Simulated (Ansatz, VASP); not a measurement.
One calculation of EuFe4As12, two programs

```
Eu Fe As
1.0
    -4.18317    4.18317    4.18317
     4.18317   -4.18317    4.18317
     4.18317    4.18317   -4.18317
Eu Fe As
1 4 12
Cartesian
  0.0000 0.0000 0.0000
  -2.0916 2.0916 2.0916
  2.0916 -2.0916 2.0916
  2.0916 2.0916 -2.0916
  2.0916 2.0916 2.0916
  4.1832 2.8798 1.3014
  0.0000 1.3034 2.8818
  0.0000 1.3034 5.4846
  4.1832 2.8798 -1.3014
  -1.3014 4.1832 2.8798
  5.4846 0.0000 1.3034
  2.8818 0.0000 1.3034
  1.3014 4.1832 2.8798
  1.3034 5.4846 0.0000
  2.8798 -1.3014 4.1832
  1.3034 2.8818 0.0000
  2.8798 1.3014 4.1832
```

Alike in both runs: task single point; functional PBE; k mesh 3 × 3 × 3; occupations gaussian, width 0.05 eV; collinear spin; Hubbard terms Eu f U = 6.0 eV.

|  | VASP | Ansatz |
| --- | --- | --- |
| version | VASP 6.6.1 | Ansatz 0.2.0 |
| potentials or method | VASP PAW PBE potentials, release 64 (Eu, Fe, As), cutoff 520 eV | scalar-relativistic, plane waves, PAW |
| valence electrons in the cell | 109 | 261 |

VASP gave:

* gap on the k mesh at the Fermi level (eV): none
* pressure (GPa): 0.5
* rms of the force components (eV/Å): 0.036
* net moment per atom (μB): 0.53
* size of the moment on the site where the two differ most (μB): 6.70

Which values does Ansatz return?

gap on the k mesh at the Fermi level (eV): none; pressure (GPa): 0.2; rms of the force components (eV/Å): 0.031; net moment per atom (μB): 0.53; size of the moment on the site where the two differ most (μB): 6.88.

Site moments also hang on the region over which each program counts them. The programs project onto different local orbitals, so the same U acts differently, and such runs can settle in different states. Atom by atom the forces differ by 0.012 eV/Å (rms over components). A gap of «none» marks a metal or a gap that the smearing closes. VASP's potentials hold 109 valence electrons a cell and Ansatz's 261, so a difference there can come from the potentials and not from the codes. Ansatz's warnings: filled band counts differ across k points, seeded moment not kept.

Spin-orbit coupling is off throughout.
